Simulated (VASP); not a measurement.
# MnH4 (Im-3m) in VASP: a series of runs, part 4 of 4

VASP 6.6.1. Earlier steps stand in the parts before.

## 5. Single point, PBE, collinear spin, ferromagnetic start

This run uses another cell than the first one, of 6.48 Å³/atom.

File INCAR:

```
SYSTEM = MnH4
PREC = Accurate
ENCUT = 520
EDIFF = 1E-6
ISMEAR = 0
SIGMA = 0.1
LREAL = .FALSE.
LASPH = .TRUE.
NELM = 150
ALGO = Fast
ISIF = 2
LWAVE = .FALSE.
LCHARG = .TRUE.
ISPIN = 2
MAGMOM = 2.65 0 0 0 0
LORBIT = 11
LMAXMIX = 4
GGA = PE
LELF = .TRUE.
LVHAR = .TRUE.
NBANDS = 20
```

File KPOINTS:

```
regular mesh
0
G
  14 14 14
  0 0 0
```

File POSCAR:

```
MnH4
1.0
   -2.0079305375      2.0079305375      2.0079305375
    2.0079305375     -2.0079305375      2.0079305375
    2.0079305375      2.0079305375     -2.0079305375
Mn H
1 4
Direct
    0.0000000000      0.0000000000      0.0000000000
    0.0000000000      0.0000000000      0.5000000000
    0.5000000000      0.0000000000      0.0000000000
    0.5000000000      0.5000000000      0.5000000000
    0.0000000000      0.5000000000      0.0000000000
```

Potentials or basis: VASP PAW PBE potentials, release 64 (Mn_pv, H).

On the command line:

```bash
$ cat potpaw_PBE.64/Mn_pv/POTCAR potpaw_PBE.64/H/POTCAR > POTCAR
$ mpirun -np 1 vasp_std > vasp.out
```

OUTCAR:

```text
SYSTEM = MnH4
   PREC = Accurate
   ENCUT = 520
   EDIFF = 1E-6
   ISMEAR = 0
   LREAL = .FALSE.
   LASPH = .TRUE.
   NELM = 150
   ISIF = 2
   ISPIN = 2
   LORBIT = 11
   GGA = PE

 ion  position               nearest neighbor table
   1  0.000  0.000  0.000-   2 1.74   3 1.74   4 1.74   5 1.74   2 1.74   5 1.74   3 1.74   4 1.74

   2  0.000  0.000  0.500-   1 1.74   1 1.74
   3  0.500  0.000  0.000-   1 1.74   1 1.74
   4  0.500  0.500  0.500-   1 1.74   1 1.74
   5  0.000  0.500  0.000-   1 1.74   1 1.74

  LATTYP: Found a body centered cubic cell.
 ALAT       =     4.0158610750

  Lattice vectors:

 A1 = (  -2.0079305375,   2.0079305375,   2.0079305375)
 A2 = (   2.0079305375,  -2.0079305375,   2.0079305375)
 A3 = (   2.0079305375,   2.0079305375,  -2.0079305375)

Analysis of symmetry for initial positions (statically):
=====================================================================
 Subroutine PRICEL returns:
 Original cell was already a primitive cell.

 Routine SETGRP: Setting up the symmetry group for a
[... 1314 lines left out ...]
  -------------------------------------------------------------------------------------
  Total       -0.0150012     -0.0150012     -0.0150012      0.0000000     -0.0000000     -0.0000000
  in kB       -0.7422142     -0.7422142     -0.7422142      0.0000000     -0.0000000     -0.0000000
  external PRESSURE =      -0.7422142 kB  Pullay stress =       0.0000000 kB

 VOLUME and BASIS-vectors are now :
 -----------------------------------------------------------------------------
  energy-cutoff  :      520.00
  volume of cell :       32.38
      direct lattice vectors                 reciprocal lattice vectors
    -2.007930538  2.007930538  2.007930538     0.000000000  0.249012598  0.249012598
     2.007930538 -2.007930538  2.007930538     0.249012598  0.000000000  0.249012598
     2.007930538  2.007930538 -2.007930538     0.249012598  0.249012598  0.000000000

 POSITION                                       TOTAL-FORCE (eV/Angst)
 -----------------------------------------------------------------------------------
      0.00000      0.00000      0.00000         0.000000     -0.000000      0.000000
      1.00397      1.00397     -1.00397         0.000000      0.000000     -0.000000
     -1.00397      1.00397      1.00397        -0.000000     -0.000000      0.000000
      1.00397      1.00397      1.00397        -0.000000      0.000000      0.000000
      1.00397     -1.00397      1.00397        -0.000000      0.000000     -0.000000
 -----------------------------------------------------------------------------------
    total drift:                                0.000000     -0.000000      0.000000

  FREE ENERGIE OF THE ION-ELECTRON SYSTEM (eV)
  ---------------------------------------------------
  free  energy   TOTEN  =       -20.5128405503 eV

  energy  without entropy=      -20.5079886864  energy(sigma->0) =      -20.51041462

 total charge

# of ion       s       p       d       tot
------------------------------------------
    1        0.353   6.335   5.001  11.688
    2        0.526   0.013   0.000   0.539
    3        0.526   0.013   0.000   0.539
    4        0.526   0.013   0.000   0.539
    5        0.526   0.013   0.000   0.539
--------------------------------------------------
tot          2.457   6.385   5.001  13.843

 magnetization (x)

# of ion       s       p       d       tot
------------------------------------------
    1        0.045   0.019   2.984   3.048
    2       -0.047   0.004   0.000  -0.042
    3       -0.047   0.004   0.000  -0.042
    4       -0.047   0.004   0.000  -0.042
    5       -0.047   0.004   0.000  -0.042
--------------------------------------------------
tot         -0.143   0.037   2.984   2.878
```

OSZICAR:

```text
N       E                     dE             d eps       ncg     rms          rms(c)
DAV:   1     0.122693395929E+03    0.12269E+03   -0.89914E+03  8328   0.875E+02
DAV:   2    -0.187351585646E+02   -0.14143E+03   -0.13323E+03  8596   0.265E+02
DAV:   3    -0.239995412978E+02   -0.52644E+01   -0.52123E+01  9512   0.562E+01
DAV:   4    -0.240453914371E+02   -0.45850E-01   -0.45839E-01  9164   0.531E+00
DAV:   5    -0.240460220815E+02   -0.63064E-03   -0.63063E-03  9316   0.599E-01    0.188E+01
RMM:   6    -0.238351822963E+02    0.21084E+00   -0.15604E+01 10291   0.317E+01    0.199E+01
RMM:   7    -0.205320835674E+02    0.33031E+01   -0.32573E+00  9447   0.132E+01    0.610E+00
RMM:   8    -0.205013319988E+02    0.30752E-01   -0.72331E-02 10104   0.180E+00    0.189E+00
RMM:   9    -0.205066021449E+02   -0.52701E-02   -0.41093E-02  9820   0.122E+00    0.113E+00
RMM:  10    -0.205100891294E+02   -0.34870E-02   -0.48333E-03 10201   0.549E-01    0.592E-01
RMM:  11    -0.205125971000E+02   -0.25080E-02   -0.23747E-03  9801   0.369E-01    0.170E-01
RMM:  12    -0.205127103305E+02   -0.11323E-03   -0.29975E-04  9970   0.140E-01    0.117E-01
RMM:  13    -0.205128321399E+02   -0.12181E-03   -0.10553E-04  9653   0.739E-02    0.778E-02
RMM:  14    -0.205128398004E+02   -0.76605E-05   -0.54278E-05 10308   0.541E-02    0.102E-02
RMM:  15    -0.205128405503E+02   -0.74991E-06   -0.63457E-06  9935   0.201E-02
   1 F= -.20512841E+02 E0= -.20510415E+02  d E =-.485186E-02  mag=     2.9521
```

stdout:

```text
POSCAR found type information on POSCAR MnH
 POSCAR found :  2 types and       5 ions
 scaLAPACK will be used
 LDA part: xc-table for (Slater+PW92), standard interpolation
 POSCAR, INCAR and KPOINTS ok, starting setup
 FFT: planning ... GRIDC
 FFT: planning ... GRID_SOFT
 FFT: planning ... GRID
 WAVECAR not read
 entering main loop
```

Run time: 5.1 min. Hardware: 1 thread of Oxide Virtual Turin-like, shared host; peak memory 0.21 GiB.

Results:

```
Free energy                                           : -20.5128 eV
Pressure                                              : -0.1 GPa
Net moment                                            : 2.95 μB per cell
Site moments                                          : Mn +3.05; H -0.04 μB
Valence electrons inside the program's atomic spheres : Mn 11.69; H 0.54
```

## 6. Relaxation of cell and atoms, PBE, collinear spin, ferromagnetic start

File INCAR:

```
PREC = Accurate
ENCUT = 600
EDIFF = 1E-7
ISMEAR = 0
SIGMA = 0.1
LREAL = False
LASPH = True
NELM = 150
ALGO = Normal
ISIF = 3
LWAVE = False
LCHARG = False
ISPIN = 2
MAGMOM = 2.65 0 0 0 0
LORBIT = 11
LMAXMIX = 4
GGA = PE
IBRION = 2
NSW = 100
EDIFFG = -0.01
```

File KPOINTS:

```
Automatic mesh
0
Gamma
  14 14 14
```

Changes to POSCAR since step 5:

```diff
@@ -2,5 +2,5 @@
 1.0
-   -2.0079305375      2.0079305375      2.0079305375
-    2.0079305375     -2.0079305375      2.0079305375
-    2.0079305375      2.0079305375     -2.0079305375
+   -2.0039535710      2.0039535710      2.0039535710
+    2.0039535710     -2.0039535710      2.0039535710
+    2.0039535710      2.0039535710     -2.0039535710
 Mn H
```

Potentials or basis: VASP PAW PBE potentials, release 64 (Mn_pv, H).

On the command line:

```bash
$ cat potpaw_PBE.64/Mn_pv/POTCAR potpaw_PBE.64/H/POTCAR > POTCAR
$ mpirun -np 1 vasp_std > vasp.out
```

It took 5.6 min on 1 thread of Oxide Virtual Turin-like, shared host; peak memory 0.2 GiB.

It converged, with:

```
Free energy                                           : -20.5139 eV
Relaxed volume                                        : 6.45 Å³/atom
Relaxed cell                                          : a = 3.474 Å, b = 3.474 Å, c = 3.474 Å, α = 109.47°, β = 109.47°, γ = 109.47°
Space group after relaxing (to 0.1 Å)                 : Im-3m (No. 229)
Energy gained by relaxing                             : 0.0 meV/atom
Ionic steps                                           : 2
Pressure after relaxing                               : 0.2 GPa
Net moment                                            : 2.95 μB per cell
Site moments                                          : Mn +3.04; H -0.04 μB
Valence electrons inside the program's atomic spheres : Mn 11.69; H 0.54
```

The path:
```
step  energy change (eV)  largest force (eV/Å)  pressure (GPa)  volume (Å³)
   1              0.0000                0.0000            0.43        32.19
   2             -0.0002                0.0000            0.23        32.27
```

Final structure:
```
Mn H
1.0
    -2.00563    2.00563    2.00563
     2.00563   -2.00563    2.00563
     2.00563    2.00563   -2.00563
Mn H
1 4
Direct
  0.00000 0.00000 0.00000
  0.00000 0.00000 0.50000
  0.50000 0.00000 0.00000
  0.50000 0.50000 0.50000
  0.00000 0.50000 0.00000
```

Levels at points of the mesh, in eV from the Fermi level:
Spin up:
| k point | band 7 | band 8 | band 9 | band 10 | band 11 | band 12 | band 13 |
| --- | --- | --- | --- | --- | --- | --- | --- |
| (0.00, 0.00, 0.00) | -4.31 | -2.26 | -2.26 | 5.93 | 5.93 | 5.93 | 10.68 |
| (0.50, 0.00, 0.00) | -2.46 | -2.28 | -1.84 | -0.95 | 0.04 | 5.09 | 7.87 |
| (0.50, 0.50, 0.50) | -3.26 | -3.26 | -1.93 | -1.93 | -1.93 | 3.60 | 5.53 |
Spin down:
```tsv
k point	band 4	band 5	band 6	band 7	band 8	band 9	band 10	band 11
(0.00, 0.00, 0.00)	-9.73	-3.05	-3.05	-3.05	1.31	1.31	7.02	7.02
(0.50, 0.00, 0.00)	-6.26	-5.38	-3.68	-0.05	0.64	0.92	1.28	1.31
(0.50, 0.50, 0.50)	-3.59	-3.59	-3.59	-0.55	-0.55	0.52	0.52	0.52
```

## 7. The runs side by side

```tsv
task	cell	k mesh	cutoff (eV)	gap on the mesh (eV)	pressure (GPa)	moment (μB)	relaxed volume (Å³/atom)
single point	a = 3.471 Å, angles 109.5°, 5 atoms	6 × 6 × 6	520	none	-0.4	2.89	-
single point	a = 3.794 Å, angles 109.5°, 5 atoms	6 × 6 × 6	520	none	-14.0	3.15	-
relaxation of cell and atoms	relaxed from a = 3.794 Å, angles 109.5°, 5 atoms	6 × 6 × 6	600	none	-0.4	2.89	6.46
single point	a = 3.478 Å, angles 109.5°, 5 atoms	14 × 14 × 14	520	none	-0.1	2.95	-
relaxation of cell and atoms	relaxed from a = 3.471 Å, angles 109.5°, 5 atoms	14 × 14 × 14	600	none	0.2	2.95	6.45
```

Alike in all rows: level PBE; potentials or basis VASP PAW PBE potentials, release 64 (Mn_pv, H); spin collinear, ferromagnetic start; smearing gaussian 0.1 eV.

Caveats: some runs use coarse meshes; the cell stands under tension (at least some runs); the volume moved by over 15 % at a fixed basis, so the end points are rough (at least some runs).

Absolute energies hang on the potentials; compare differences alone.
